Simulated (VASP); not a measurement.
AlNi3:

```
CELL_PARAMETERS angstrom
0.00000 2.80189 2.80189
2.80189 0.00000 2.80189
2.80189 2.80189 0.00000
ATOMIC_POSITIONS crystal
Al 0.50000 0.50000 0.50000
Ni 0.25000 0.25000 0.25000
Ni 0.00000 0.00000 0.00000
Ni 0.75000 0.75000 0.75000
```

```yaml
Program: VASP 6.6.1
Task: relaxation of cell and atoms
Functional: LDA
Potentials_or_basis: VASP PAW LDA potentials, release 64 (Al, Ni)
Cutoff: 600 eV
k_mesh: 14 × 14 × 14
Occupations: gaussian, width 0.1 eV
Spin: no spin polarisation
```

At the start: pressure -7.0 GPa; volume 11.00 Å³/atom.

Task: How do energy, volume and symmetry change on relaxing?

Result: Over 3 steps the energy falls by 9.1 meV/atom and the volume is 10.61 Å³/atom (-3.6 %); space group Fm-3m (No. 225, to 0.1 Å) before and after.

Step by step:
```tsv
step	energy change (eV)	largest force (eV/Å)	pressure (GPa)	volume (Å³)
1	0.0000	0.0000	-7.02	43.99
2	-0.0009	0.0000	8.26	40.99
3	-0.0363	0.0000	0.10	42.43
```

Final structure:
```cif
data_structure
_symmetry_space_group_name_H-M 'P 1'
_symmetry_Int_Tables_number 1
_cell_length_a 3.9149
_cell_length_b 3.9149
_cell_length_c 3.9149
_cell_angle_alpha 60.000
_cell_angle_beta 60.000
_cell_angle_gamma 60.000
_cell_volume 42.43
loop_
_atom_site_label
_atom_site_type_symbol
_atom_site_fract_x
_atom_site_fract_y
_atom_site_fract_z
_atom_site_occupancy
Al1 Al 0.50000 0.50000 0.50000 1
Ni1 Ni 0.25000 0.25000 0.25000 1
Ni2 Ni 0.00000 0.00000 0.00000 1
Ni3 Ni 0.75000 0.75000 0.75000 1
```
